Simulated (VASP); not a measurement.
# PbS (R3m) in VASP: notebook

Aim: see how the results for PbS move with the level of theory and the settings. Levels: PBE, PBE+D3(BJ). Tasks: single point.

Program: VASP 6.6.1. These are calculated values, not measurements. Logs are shortened: lines on timing, memory, paths and dates and some standing lists are left out, and cuts for length are marked.

**1. The cell of the first run**

It takes space group R3m (No. 160, trigonal). Conventional cell: a = 4.201 Å, b = 4.201 Å, c = 10.291 Å, α = 90.00°, β = 90.00°, γ = 120.00°. Within 3.9 Å of Pb (site symmetry 3m) lie 6 S at 2.97 Å. S (site symmetry 3m) has 6 Pb at 2.97 Å within 3.9 Å.

**2. Single point, PBE**

INCAR

```
ALGO     = Normal         # electronic algorithm
EDIFF    = 1E-6           # SCF threshold, eV
ENCUT    = 520            # plane-wave cutoff, eV
GGA      = PE             # functional
ISIF     = 2              # what is computed and relaxed
ISMEAR   = 0              # smearing method
LASPH    = True           # aspherical terms in the spheres
LCHARG   = False          # write CHGCAR
LREAL    = False          # projectors in reciprocal space
LWAVE    = False          # write WAVECAR
NBANDS   = 17             # bands
NELM     = 100            # most SCF steps
PREC     = Accurate       # precision mode
SIGMA    = 0.01           # smearing width, eV
```

KPOINTS

```
k-points
0
Gamma
  4 4 4
```

POSCAR

```
PbS
1.0
    2.1005110974      1.2127306475      3.4301898291
   -2.1005110974      1.2127306475      3.4301898291
    0.0000000000     -2.4254612951      3.4301898291
Pb S
1 1
Direct
    0.9781436732      0.9781436732      0.9781436732
    0.4774576568      0.4774576568      0.4774576568
```

Potentials or basis: VASP PAW PBE potentials, release 64 (Pb_d, S).

Launch:

```
$ cat potpaw_PBE.64/Pb_d/POTCAR potpaw_PBE.64/S/POTCAR > POTCAR
$ mpirun -np 1 vasp_std > vasp.out
```

OUTCAR:

```text
EDIFF = 1E-6
   ENCUT = 520
   GGA = PE
   ISIF = 2
   ISMEAR = 0
   LASPH = True
   LREAL = False
   NELM = 100
   PREC = Accurate

 ion  position               nearest neighbor table
   1  0.978  0.978  0.978-   2 2.97   2 2.97   2 2.97   2 2.97   2 2.97   2 2.97
   2  0.477  0.477  0.477-   1 2.97   1 2.97   1 2.97   1 2.97   1 2.97   1 2.97

  LATTYP: Found a trigonal (rhomboedric) cell.
 ALAT       =     4.2010789992
 COS(alpha) =     0.5000135213

  Lattice vectors:

 A1 = (   2.1005110974,   1.2127306475,   3.4301898291)
 A2 = (  -2.1005110974,   1.2127306475,   3.4301898291)
 A3 = (   0.0000000000,  -2.4254612951,   3.4301898291)

Analysis of symmetry for initial positions (statically):
=====================================================================
 Subroutine PRICEL returns:
 Original cell was already a primitive cell.

 Routine SETGRP: Setting up the symmetry group for a
 trigonal (rhombohedral) supercell.

 Subroutine GETGRP returns: Found  6 space group operations
 (whereof  6 operations were pure point group operations)
 out of a pool of 12 trial point group operations.

The static configuration has the point symmetry C_3v.

Analysis of symmetry for dynamics (positions and initial velocities):
=====================================================================
 Subroutine PRICEL returns:
 Original cell was already a primitive cell.

 Routine SETGRP: Setting up the symmetry group for a
 trigonal (rhombohedral) supercell.

 Subroutine GETGRP returns: Found  6 space group operations
 (whereof  6 operations were pure point group operations)
 out of a pool of 12 trial point group operations.

The dynamic configuration has the point symmetry C_3v.

 Subroutine INISYM returns: Found  6 space group operations
 (whereof  6 operations are pure point group operations),
 and found     1 'primitive' translations

----------------------------------------------------------------------------------------

                                     Primitive cell

  volume of cell :      52.4275

  direct lattice vectors                    reciprocal lattice vectors
     2.100511097  1.212730647  3.430189829     0.238037305  0.137430902  0.097176352
    -2.100511097  1.212730647  3.430189829    -0.238037305  0.137430902  0.097176352
     0.000000000 -2.425461295  3.430189829     0.000000000 -0.274861804  0.097176352

  length of vectors
     4.201078999  4.201078999  4.201078999     0.291534311  0.291534311  0.291534311

  position of ions in fractional coordinates (direct lattice)
     0.978143673  0.978143673  0.978143673
     0.477457657  0.477457657  0.477457657

  ion indices of the primitive-cell ions
   primitive index   ion index
                 1           1
                 2           2

----------------------------------------------------------------------------------------

 KPOINTS: k-points

Automatic generation of k-mesh.
 Grid dimensions read from file:
 generate k-points for:    4    4    4

 Generating k-lattice:

  Cartesian coordinates                     Fractional coordinates (reciprocal lattice)
     0.059509326  0.034357725  0.024294088     0.250000000  0.000000000  0.000000000
    -0.059509326  0.034357725  0.024294088     0.000000000  0.250000000  0.000000000
     0.000000000 -0.068715451  0.024294088     0.000000000  0.000000000  0.250000000

  Length of vectors
     0.072883578  0.072883578  0.072883578

  Shift w.r.t. Gamma in fractional coordinates (k-lattice)
     0.000000000  0.000000000  0.000000000

 Subroutine IBZKPT returns following result:
 ===========================================

 Found     13 irreducible k-points:

 Following reciprocal coordinates:
            Coordinates               Weight
  0.000000  0.000000  0.000000      1.000000
  0.250000  0.000000  0.000000      6.000000
  0.250000  0.250000  0.250000      2.000000
  0.500000  0.000000  0.000000      3.000000
  0.500000  0.500000  0.500000      1.000000
  0.250000  0.250000  0.000000      6.000000
  0.500000  0.250000  0.000000     12.000000
  0.250000  0.250000 -0.250000      6.000000
  0.500000  0.250000  0.500000      6.000000
 -0.250000  0.250000  0.000000      6.000000
  0.250000  0.250000  0.500000      6.000000
  0.500000  0.500000  0.000000      3.000000
 -0.250000  0.500000  0.250000      6.000000
   k-points           NKPTS =     13   k-points in BZ     NKDIM =     13   number of bands    NBANDS=     17
   number of dos      NEDOS =    301   number of ions     NIONS =      2
   total plane-waves  NPLWV =  32768
   dimension x,y,z NGX =    32 NGY =   32 NGZ =   32
   dimension x,y,z NGXF=    64 NGYF=   64 NGZF=   64
   ions per type =               1   1
   NGX,Y,Z   is equivalent  to a cutoff of  12.66, 12.66, 12.66 a.u.
   NGXF,Y,Z  is equivalent  to a cutoff of  25.33, 25.33, 25.33 a.u.
 SYSTEM =  unknown system
   PREC   = accura    normal or accurate (medium, high low for compatibility)
   ISTART =      0    job   : 0-new  1-cont  2-samecut
   ICHARG =      2    charge: 1-file 2-atom 10-const
   ISPIN  =      1    spin polarized calculation?
   LNONCOLLINEAR =      F non collinear calculations
   LSORBIT =      F    spin-orbit coupling
   LASPH  =      T    aspherical Exc in radial PAW
   ENCUT  =  520.0 eV  38.22 Ry    6.18 a.u.   7.81  7.81  7.81*2*pi/ulx,y,z
   NELM   =    100;   NELMIN=  2; NELMDL= -5     # of ELM steps
   EDIFF  = 0.1E-05   stopping-criterion for ELM
   LREAL  =      F    real-space projection
   EDIFFG = 0.1E-04   stopping-criterion for IOM
   NSW    =      0    number of steps for IOM
   IBRION =     -1    ionic relax: 0-MD 1-quasi-New 2-CG
   NFREE  =      0    steps in history (QN), initial steepest desc. (CG)
   ISIF   =      2    stress and relaxation
   ISYM   =      2    0-nonsym 1-usesym 2-fastsym
   POTIM  = 0.5000    time-step for ionic-motion
   TEBEG  =    0.0;   TEEND  =   0.0 temperature during run
   PSTRESS=    0.0 pullay stress
   NELECT =      20.0000    total number of electrons
   NUPDOWN=      -1.0000    fix difference up-down
   EMIN   =  10.00;   EMAX   =-10.00  energy-range for DOS
   EFERMI =   0.00;   METHOD = LEGACY
   ISMEAR =     0;   SIGMA  =   0.01  broadening in eV -4-tet -1-fermi 0-gaus
   EFERMI_NEDOS =   21; number of points for ismear=-14 and -15
   IALGO  =     38    algorithm
   IMIX   =      4    mixing-type and parameters
     AMIX     =   0.40;   BMIX     =  1.00
     AMIX_MAG =   1.60;   BMIX_MAG =  1.00
  volume/ion in A,a.u.               =      26.21       176.90
  Fermi-wavevector in a.u.,A,eV,Ry     =   1.187313  2.243696 19.180301  1.409712
  Thomas-Fermi vector in A             =   2.323467
   LORBIT       =      0    0 simple, 1 ext, 2 COOP (PROOUT), +10 PAW based schemes
   GGA     = PE    functional components
   LHFCALC =     F    Hartree Fock is set to
   AEXX    =    0.0000 exact exchange contribution
   IVDW    =     0    specifies the selected vdW correction
   LEPSILON=     F    determine dielectric tensor
   LRPA    =     F    only Hartree local field effects (RPA)
 non-spin polarized calculation
 Gauss-broadening in eV      SIGMA  =   0.01
  energy-cutoff  :      520.00
  volume of cell :       52.43
 maximum number of plane-waves:      1428
   NGX = 15   NGY = 15   NGZ = 15

 number of electron      20.0000001 magnetization

 Free energy of the ion-electron system (eV)
  ---------------------------------------------------
  ext. energy  EPLUGINS =         0.00000000
  ---------------------------------------------------
  free energy    TOTEN  =        -8.74545477 eV

  energy without entropy =       -8.74545477  energy(sigma->0) =       -8.74545477

 E-fermi :   5.8043     XC(G=0):  -9.6613

 val. band max:        5.7514538902   @ k =   0.5000   0.0000   0.0000
 cond. band min:       6.1332987977   @ k =   0.5000   0.0000   0.0000
 fundamental gap:      0.3818449075
 Fermi energy:         5.8043442237

 k-point     1 :       0.0000    0.0000    0.0000
  band No.  band energies     occupation
      1     -11.0576      2.00000
      2     -11.0576      2.00000
      3     -11.0576      2.00000
      4     -11.0413      2.00000
      5     -11.0413      2.00000
      6      -7.7964      2.00000
[... 9 lines left out ...]
     16      12.5006      0.00000
     17      14.4223      0.00000

 k-point     2 :       0.2500    0.0000    0.0000
  band No.  band energies     occupation
      1     -11.0606      2.00000
      2     -11.0606      2.00000
      3     -11.0555      2.00000
      4     -11.0310      2.00000
      5     -11.0310      2.00000
      6      -7.2977      2.00000
[... 9 lines left out ...]
     16      13.7173      0.00000
     17      17.6262      0.00000

 k-point     3 :       0.2500    0.2500    0.2500
  band No.  band energies     occupation
      1     -11.0606      2.00000
      2     -11.0606      2.00000
      3     -11.0555      2.00000
      4     -11.0310      2.00000
      5     -11.0310      2.00000
      6      -7.2978      2.00000
[... 9 lines left out ...]
     16      13.7173      0.00000
     17      17.6236      0.00000

 k-point     4 :       0.5000    0.0000    0.0000
  band No.  band energies     occupation
      1     -11.0745      2.00000
      2     -11.0745      2.00000
      3     -11.0544      2.00000
      4     -11.0094      2.00000
      5     -11.0094      2.00000
      6      -6.5671      2.00000
[... 9 lines left out ...]
     16      15.8878      0.00000
     17      16.2923      0.00000

 k-point     5 :       0.5000    0.5000    0.5000
  band No.  band energies     occupation
      1     -11.0745      2.00000
      2     -11.0745      2.00000
      3     -11.0544      2.00000
      4     -11.0094      2.00000
      5     -11.0094      2.00000
      6      -6.5672      2.00000
[... 9 lines left out ...]
     16      15.8877      0.00000
     17      16.2924      0.00000

 k-point     6 :       0.2500    0.2500    0.0000
  band No.  band energies     occupation
      1     -11.0983      2.00000
      2     -11.0701      2.00000
      3     -11.0287      2.00000
      4     -11.0285      2.00000
      5     -11.0284      2.00000
      6      -7.1106      2.00000
[... 9 lines left out ...]
     16      15.7519      0.00000
     17      15.8024      0.00000

 k-point     7 :       0.5000    0.2500    0.0000
  band No.  band energies     occupation
      1     -11.1286      2.00000
      2     -11.0589      2.00000
      3     -11.0435      2.00000
      4     -11.0196      2.00000
      5     -11.0056      2.00000
      6      -6.3734      2.00000
[... 9 lines left out ...]
     16      16.5121      0.00000
     17      17.1709      0.00000

 k-point     8 :       0.2500    0.2500   -0.2500
  band No.  band energies     occupation
      1     -11.1286      2.00000
      2     -11.0589      2.00000
      3     -11.0435      2.00000
      4     -11.0196      2.00000
      5     -11.0056      2.00000
      6      -6.3734      2.00000
[... 9 lines left out ...]
     16      16.5122      0.00000
     17      17.1710      0.00000

 k-point     9 :       0.5000    0.2500    0.5000
  band No.  band energies     occupation
      1     -11.1286      2.00000
      2     -11.0589      2.00000
      3     -11.0436      2.00000
      4     -11.0196      2.00000
      5     -11.0056      2.00000
      6      -6.3735      2.00000
[... 9 lines left out ...]
     16      16.5120      0.00000
     17      17.1709      0.00000

 k-point    10 :      -0.2500    0.2500    0.0000
  band No.  band energies     occupation
      1     -11.0890      2.00000
      2     -11.0575      2.00000
      3     -11.0436      2.00000
      4     -11.0266      2.00000
      5     -11.0262      2.00000
      6      -6.6331      2.00000
[... 9 lines left out ...]
     16      15.6041      0.00000
     17      16.4684      0.00000

 k-point    11 :       0.2500    0.2500    0.5000
  band No.  band energies     occupation
      1     -11.0890      2.00000
      2     -11.0575      2.00000
      3     -11.0436      2.00000
      4     -11.0266      2.00000
      5     -11.0263      2.00000
      6      -6.6332      2.00000
[... 9 lines left out ...]
     16      15.6039      0.00000
     17      16.4684      0.00000

 k-point    12 :       0.5000    0.5000    0.0000
  band No.  band energies     occupation
      1     -11.1921      2.00000
      2     -11.0826      2.00000
      3     -11.0160      2.00000
      4     -10.9979      2.00000
      5     -10.9979      2.00000
      6      -6.1442      2.00000
[... 9 lines left out ...]
     16      18.0227      0.00000
     17      18.1712      0.00000

 k-point    13 :      -0.2500    0.5000    0.2500
  band No.  band energies     occupation
      1     -11.1488      2.00000
      2     -11.0414      2.00000
      3     -11.0414      2.00000
      4     -11.0398      2.00000
      5     -10.9978      2.00000
      6      -6.1045      2.00000
[... 9 lines left out ...]
     16      17.7390      0.00000
     17      18.0130      0.00000

------------------------ aborting loop because EDIFF is reached ----------------------------------------

  FORCE on cell =-STRESS in cart. coord.  units (eV):
  Direction    XX          YY          ZZ          XY          YZ          ZX
  --------------------------------------------------------------------------------------
  -------------------------------------------------------------------------------------
  Total        0.6364495      0.6364495      0.6363863      0.0000000     -0.0000000      0.0000000
  in kB       19.4498297     19.4498297     19.4478994      0.0000000     -0.0000000      0.0000000
  external PRESSURE =      19.4491863 kB  Pullay stress =       0.0000000 kB

 VOLUME and BASIS-vectors are now :
 -----------------------------------------------------------------------------
  energy-cutoff  :      520.00
  volume of cell :       52.43
      direct lattice vectors                 reciprocal lattice vectors
     2.100511097  1.212730647  3.430189829     0.238037305  0.137430902  0.097176352
    -2.100511097  1.212730647  3.430189829    -0.238037305  0.137430902  0.097176352
     0.000000000 -2.425461295  3.430189829     0.000000000 -0.274861804  0.097176352

 POSITION                                       TOTAL-FORCE (eV/Angst)
 -----------------------------------------------------------------------------------
      0.00000     -0.00000     10.06566         0.000000     -0.000000      0.004921
      0.00000     -0.00000      4.91331         0.000000      0.000000     -0.004921
 -----------------------------------------------------------------------------------
    total drift:                                0.000000     -0.000000      0.000095

  FREE ENERGIE OF THE ION-ELECTRON SYSTEM (eV)
  ---------------------------------------------------
  free  energy   TOTEN  =        -8.7454547704 eV

  energy  without entropy=       -8.7454547704  energy(sigma->0) =       -8.74545477
```

It took 8 s on 1 thread of Intel Xeon Platinum 8259CL at 2.50GHz (Skylake/Cascade Lake), shared host; peak memory 0.18 GiB.

Results:

```
Free energy            : -8.7455 eV
Pressure               : 1.9 GPa
Largest force          : 0.005 eV/Å
Band gap on the k mesh : 0.38 eV, direct
```

Forces on the atoms (eV/Å):
```
Pb   0.000  0.000  0.005
S    0.000  0.000 -0.005
```

Levels at points of the mesh, in eV from the valence-band top:
```
           k point  band 8  band 9  band 10  band 11  band 12  band 13
(0.00, 0.00, 0.00)   -2.14   -2.14    -2.14     5.20     5.20     5.20
(0.50, 0.00, 0.00)   -1.76   -1.76     0.00     0.38     1.98     1.98
(0.50, 0.50, 0.50)   -1.76   -1.76     0.00     0.38     1.98     1.98
(0.50, 0.50, 0.00)   -5.15   -3.40    -3.40     3.89     5.56     5.67
```

Caveat: the k points lie up to 0.46 Å⁻¹ apart; spin-orbit coupling is left out, which moves the levels of the heavy elements.

**3. Single point, PBE**

INCAR

```
SYSTEM = PbS
  PREC = Accurate
  ENCUT = 520
  EDIFF = 1E-6
  ISMEAR = 0
  SIGMA = 0.01
  LREAL = .FALSE.
  LASPH = .TRUE.
  NELM = 60
  ALGO = Normal
  ISIF = 2
  LWAVE = .FALSE.
  LCHARG = .FALSE.
  GGA = PE
  NBANDS = 17
```

KPOINTS

```
regular mesh
0
G
  4 4 4
  0 0 0
```

POSCAR is that of step 2.

Potentials or basis: VASP PAW PBE potentials, release 64 (Pb_d, S).

Launch:

```
$ cat potpaw_PBE.64/Pb_d/POTCAR potpaw_PBE.64/S/POTCAR > POTCAR
$ mpirun -np 1 vasp_std > vasp.out
```

Run time: 8.3 s. Hardware: 1 thread of Intel Xeon Platinum 8259CL at 2.50GHz (Skylake/Cascade Lake), shared host; peak memory 0.17 GiB.

The run converged. Its results:

| Quantity | Value |
| --- | --- |
| Free energy | -8.7455 eV |
| Pressure | 1.9 GPa |
| Largest force | 0.005 eV/Å |
| Band gap on the k mesh | 0.38 eV, direct |

Forces in eV/Å, atoms in the order of the input:
```
Pb   0.000  0.000  0.005
S    0.000  0.000 -0.005
```

Levels at points of the mesh, in eV from the valence-band top:
```csv
k point,band 7,band 8,band 9,band 10,band 11,band 12,band 13,band 14
"(0.00, 0.00, 0.00)",-6.04,-2.14,-2.14,-2.14,5.20,5.20,5.20,6.75
"(0.50, 0.00, 0.00)",-8.81,-1.76,-1.76,0.00,0.38,1.98,1.98,8.66
"(0.50, 0.50, 0.50)",-8.81,-1.76,-1.76,0.00,0.38,1.98,1.98,8.66
"(0.50, 0.50, 0.00)",-7.19,-5.15,-3.40,-3.40,3.89,5.56,5.67,5.67
```

Caveat: the k points lie up to 0.46 Å⁻¹ apart; spin-orbit coupling is left out, which moves the levels of the heavy elements.

**4. Single point, PBE+D3(BJ)**

This run uses another cell than the first one, of 26.11 Å³/atom, 0.996 times its volume.

INCAR

```
  PREC = Accurate
  ENCUT = 520
  EDIFF = 1E-6
  ISMEAR = -1
  SIGMA = 0.02
  LREAL = False
  LASPH = True
  NELM = 100
  ALGO = Normal
  ISIF = 2
  LWAVE = False
  LCHARG = True
  GGA = PE
  IVDW = 12
  LELF = True
  LVHAR = True
  NBANDS = 17
```

KPOINTS

```
Automatic mesh
0
Gamma
  6 6 6
```

POSCAR

```
PbS
1.0
    2.0976728141      1.2110919639      3.4256346578
   -2.0976728141      1.2110919639      3.4256346578
    0.0000000000     -2.4221839278      3.4256346578
Pb S
1 1
Direct
    0.9781760018      0.9781760018      0.9781760018
    0.4774253282      0.4774253282      0.4774253282
```

Launch:

```
$ cat potpaw_PBE.64/Pb_d/POTCAR potpaw_PBE.64/S/POTCAR > POTCAR
$ mpirun -np 1 vasp_std > vasp.out
```

Wall time 17 s (1 thread of Intel Xeon Platinum 8259CL at 2.50GHz (Skylake/Cascade Lake), shared host); peak memory 0.19 GiB.

Results (log left out):

```yaml
Free_energy: -9.4520 eV
Pressure: -0.1 GPa
Band_gap_on_the_k_mesh: 0.37 eV, direct
Dispersion_energy_per_atom: -0.347 eV
```

Forces on the atoms (eV/Å):
```
Pb   0.000  0.000 -0.002
S    0.000  0.000  0.002
```

Levels at points of the mesh, in eV from the valence-band top:
| k point | band 8 | band 9 | band 10 | band 11 | band 12 | band 13 |
| --- | --- | --- | --- | --- | --- | --- |
| (0.00, 0.00, 0.00) | -2.17 | -2.17 | -2.17 | 5.21 | 5.21 | 5.21 |
| (0.50, 0.00, 0.00) | -1.78 | -1.78 | 0.00 | 0.37 | 1.97 | 1.97 |
| (0.50, 0.50, 0.00) | -5.19 | -3.44 | -3.44 | 3.87 | 5.57 | 5.68 |
| (0.50, 0.50, 0.50) | -1.78 | -1.78 | 0.00 | 0.37 | 1.97 | 1.97 |

Caveat: spin-orbit coupling is left out, which moves the levels of the heavy elements. A k mesh can miss the band edges.
